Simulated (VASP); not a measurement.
**Sb: relaxation of cell and atoms with PBE**

The system is Sb.

```
Sb
1.0
     3.12240    0.00000    0.00000
     0.00000    4.34752    0.00000
    -0.03891    0.00000    4.40585
Sb
2
Direct
  0.98861 0.75000 0.75883
  0.01139 0.25000 0.24117
```

```json
{
 "Program": "VASP 6.6.1",
 "Task": "relaxation of cell and atoms",
 "Functional": "PBE",
 "Potentials or basis": "VASP PAW PBE potentials, release 64 (Sb)",
 "Cutoff": "600 eV",
 "k mesh": "14 × 10 × 10",
 "Occupations": "gaussian, width 0.1 eV",
 "Spin": "no spin polarisation",
 "Dipole correction": "no",
 "Further INCAR settings": "ALGO = Normal; EDIFF = 1e-06; IBRION = 2; EDIFFG = -0.005; NSW = 100; ISIF = 3"
}
```

```yaml
Relaxed_volume: 30.03 Å³/atom
Relaxed_cell: a = 3.110 Å, b = 4.394 Å, c = 4.396 Å, α = 90.00°, β = 89.97°, γ = 90.00°
Space_group_after_relaxing_to_0.05_Å: Pm-3m (No. 221)
Energy_gained_by_relaxing: 3.8 meV/atom
Ionic_steps: 23
Pressure_after_relaxing: 0.0 GPa
Band_gap_on_the_k_mesh: zero (band 5 reaches 12.28 eV, above the bottom of band 6 at 3.56 eV)
```

The path:
```tsv
step	energy change (eV)	largest force (eV/Å)	pressure (GPa)	volume (Å³)
1	0.0000	0.1149	0.39	59.81
2	-0.0025	0.0899	-0.24	60.44
3	-0.0026	0.0912	-0.20	60.41
4	-0.0038	0.0839	-0.08	60.24
5	-0.0055	0.0523	0.27	59.80
6	-0.0063	0.0399	0.19	59.88
7	-0.0068	0.0196	0.00	60.06
8	-0.0069	0.0213	0.04	60.02
9	-0.0070	0.0204	0.00	60.06
10	-0.0071	0.0190	-0.11	60.19
11	-0.0071	0.0184	-0.08	60.15
12	-0.0072	0.0179	0.01	60.06
13	-0.0072	0.0182	0.03	60.03
14	-0.0073	0.0173	0.02	60.05
15	-0.0073	0.0161	0.00	60.07
16	-0.0074	0.0141	-0.01	60.08
17	-0.0075	0.0078	-0.06	60.13
18	-0.0074	0.0048	-0.14	60.23
19	-0.0075	0.0030	-0.09	60.17
20	-0.0075	0.0011	-0.02	60.09
21	-0.0075	0.0011	0.00	60.06
22	-0.0075	0.0011	0.00	60.07
23	-0.0075	0.0011	0.00	60.07
```

Final structure:
```
Sb
1.0
     3.10953    0.00000    0.01453
     0.00000    4.39387    0.00000
    -0.01813    0.00000    4.39625
Sb
2
Cartesian
  3.0956 3.2954 3.3120
  -0.0042 1.0985 1.0988
```

Levels at points of the mesh, in eV from the Fermi level:
```tsv
k point	band 1	band 2	band 3	band 4	band 5	band 6	band 7	band 8	band 9
(0.00, 0.00, 0.00)	-12.32	-7.38	-3.49	-3.49	2.22	3.26	3.27	3.27	6.93
(0.50, 0.00, 0.00)	-9.93	-5.51	-4.55	-1.60	-1.59	-1.58	4.85	4.86	4.87
(0.00, 0.50, 0.00)	-10.57	-10.57	-1.32	-1.32	-0.89	-0.89	4.91	4.91	8.06
(0.50, 0.50, 0.00)	-8.14	-8.14	-3.90	-3.90	0.64	0.64	1.52	1.52	5.62
(0.00, 0.00, 0.50)	-10.57	-10.57	-1.32	-1.32	-0.89	-0.89	4.90	4.91	8.05
(0.50, 0.00, 0.50)	-8.14	-8.14	-3.90	-3.90	0.64	0.65	1.52	1.52	5.62
(0.00, 0.50, 0.50)	-9.92	-9.92	-5.52	-5.52	5.24	5.24	5.26	5.26	9.00
(0.50, 0.50, 0.50)	-7.39	-7.39	-3.50	-3.50	-3.48	-3.48	2.23	2.23	7.27
```

Wall time 17 min on 1 thread of Intel(R) Xeon(R) Platinum 8375C CPU @ 2.90GHz (Ice Lake), on a shared host, peak memory 0.43 GiB.

Caveat: spin-orbit coupling is left out, which moves the levels of the heavy elements.
